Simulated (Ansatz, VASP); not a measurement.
# Ga3O2: VASP beside Ansatz

```
Ga O
1.0
     3.46567    0.00000    0.00000
     0.00000    3.46567    0.00000
     0.00000    0.00000    8.07658
Ga O
3 2
Direct
  0.00000 0.00000 0.69131
  0.00000 0.00000 0.30869
  0.50000 0.50000 0.50000
  0.00000 0.00000 0.08469
  0.00000 0.00000 0.91531
```

Alike in both runs: functional PBE; k mesh 4 × 4 × 4; occupations gaussian, width 0.1 eV; no spin polarisation.

Ansatz relaxed the structure, and its values are those at the end. VASP's run is a single point on that final structure, the one shown.

```csv
,VASP,Ansatz
version,VASP 6.6.1,Ansatz 0.2.0
potentials or method,"VASP PAW PBE potentials, release 64 (Ga_d, O_h), cutoff 1340 eV","scalar-relativistic, plane waves, PAW"
valence electrons in the cell,51,51
```

Ansatz gave:

* gap on the k mesh at the Fermi level (eV): none
* pressure (GPa): 0.0
* rms of the force components (eV/Å): 0.000

Estimate VASP's values.

gap on the k mesh at the Fermi level (eV): none; pressure (GPa): 0.0; rms of the force components (eV/Å): 0.015.

A gap of «none» marks a metal or a gap that the smearing closes. With one functional, cell and mesh, what is left measures potentials, basis and numerics.

The k mesh is coarse, so the values compare programs but aren't converged.
